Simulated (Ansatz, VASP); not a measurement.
## ZnO in VASP and in Ansatz

Contents of INCAR:

```
SYSTEM = ZnO
ALGO = Normal
EDIFF = 1E-7
ENCUT = 520
GGA = CA
ISIF = 2
ISMEAR = 0
LASPH = .TRUE.
LCHARG = .FALSE.
LREAL = .FALSE.
LWAVE = .FALSE.
NBANDS = 26
NELM = 100
PREC = Accurate
SIGMA = 0.05
```

File KPOINTS:

```
k-points
0
G
  9 9 4
  0 0 0
```

POSCAR

```
ZnO
1.0
    3.1893281439      0.0000000000      0.0000000000
   -1.5946640719      2.7620391936      0.0000000000
    0.0000000000      0.0000000000      6.9165281095
Zn O
2 2
Direct
    0.0000000000      0.0000000000      0.7500000000
    0.0000000000      0.0000000000      0.2500000000
    0.3333333333      0.6666666667      0.2500000000
    0.6666666667      0.3333333333      0.7500000000
```

Input for Ansatz:

```yaml
crystal:
  lattice:
    - [3.1893281439, 0.0, 0.0]
    - [-1.5946640719, 2.7620391936, 0.0]
    - [0.0, 0.0, 6.9165281095]
  atoms:
    - { symbol: Zn, position: [0.0, 0.0, 0.75] }
    - { symbol: Zn, position: [0.0, 0.0, 0.25] }
    - { symbol: O, position: [0.3333333333, 0.6666666667, 0.25] }
    - { symbol: O, position: [0.6666666667, 0.3333333333, 0.75] }
basis:
  ecutwfc: 420
kpoints:
  mp_grid: { grid: [9, 9, 4] }
hamiltonian:
  xc: lda
scf:
  occupations: { method: gaussian, width: 0.05 }
output:
  forces: true
  stress: true
  eigenvalues: true
```

Change from the starting cell: strain -0.030 along x and y, -0.030 along z, atoms carried along.

Alike in both runs: task single point; functional LDA; k mesh 9 × 9 × 4; occupations gaussian, width 0.05 eV; no spin polarisation.

|  | VASP | Ansatz |
| --- | --- | --- |
| version | VASP 6.6.1 | Ansatz 0.2.0 |
| potentials or method | VASP PAW LDA potentials, release 64 (Zn, O), cutoff 520 eV | scalar-relativistic, plane waves, PAW |
| valence electrons in the cell | 36 | 36 |

|  | VASP | Ansatz | Ansatz less VASP |
| --- | --- | --- | --- |
| gap on the k mesh at the Fermi level (eV) | 0.76 | 0.74 | -0.016 |
| least direct gap on the mesh (eV) | 0.76 | 0.74 | -0.016 |
| pressure (GPa) | 1.4 | 0.3 | -1.09 |
| traceless stress, the component that is largest in VASP (GPa) | -3.37 | -2.17 | +1.201 |

LDA's correlation is that of Perdew and Zunger in VASP and of Perdew and Wang (1992) in Ansatz.
